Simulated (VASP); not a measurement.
# Mg2S: single point with PBE

The system is Mg2S.

```
Mg S
1.0
    -2.96299    2.96299    3.44810
     2.96299   -2.96299    3.44810
     2.96299    2.96299   -3.44810
Mg S
4 2
Direct
  0.17978 0.67979 0.85957
  0.32021 0.17978 0.50000
  0.67979 0.82022 0.50000
  0.82022 0.32021 0.14043
  0.75000 0.75000 0.00000
  0.25000 0.25000 0.00000
```

```yaml
Program: VASP 6.6.1
Task: single point
Functional: PBE
Potentials_or_basis: VASP PAW PBE potentials, release 64 (Mg, S)
Cutoff: 520 eV
k_mesh: 4 × 4 × 4
Occupations: gaussian, width 0.1 eV
Spin: no spin polarisation
```

| Property | Result |
| --- | --- |
| Pressure | -0.1 GPa |
| Largest force | 0.006 eV/Å |
| Band gap on the k mesh | zero (band 10 reaches 4.65 eV, above the bottom of band 11 at 3.97 eV) |

Forces in eV/Å, atoms in the order of the input:
```
Mg   0.004  0.004  0.000
Mg   0.004 -0.004  0.000
Mg  -0.004  0.004  0.000
Mg  -0.004 -0.004  0.000
S    0.000  0.000  0.000
S    0.000  0.000  0.000
```

Stress tensor (GPa, compression positive):
```
-0.17  0.00  0.00
 0.00 -0.17  0.00
 0.00  0.00  0.05
```

Levels at points of the mesh, in eV from the Fermi level:
| k point | band 7 | band 8 | band 9 | band 10 | band 11 | band 12 | band 13 | band 14 |
| --- | --- | --- | --- | --- | --- | --- | --- | --- |
| (0.00, 0.00, 0.00) | -3.84 | -3.03 | -2.20 | -0.12 | -0.12 | 0.04 | 1.35 | 1.67 |
| (0.50, 0.00, 0.00) | -4.23 | -4.23 | -0.33 | -0.33 | 2.08 | 2.08 | 3.11 | 3.11 |
| (0.50, 0.50, 0.00) | -2.78 | -2.05 | -1.96 | -0.09 | 0.54 | 2.70 | 3.03 | 3.83 |
| (0.50, 0.50, 0.50) | -2.96 | -2.22 | -1.92 | 0.57 | 0.74 | 2.67 | 2.67 | 3.42 |

Run time: 20 s on 1 thread of AMD EPYC 9R45 (Zen 5), on a shared host, peak memory 0.21 GiB.

Caveat: the k points lie up to 0.37 Å⁻¹ apart.
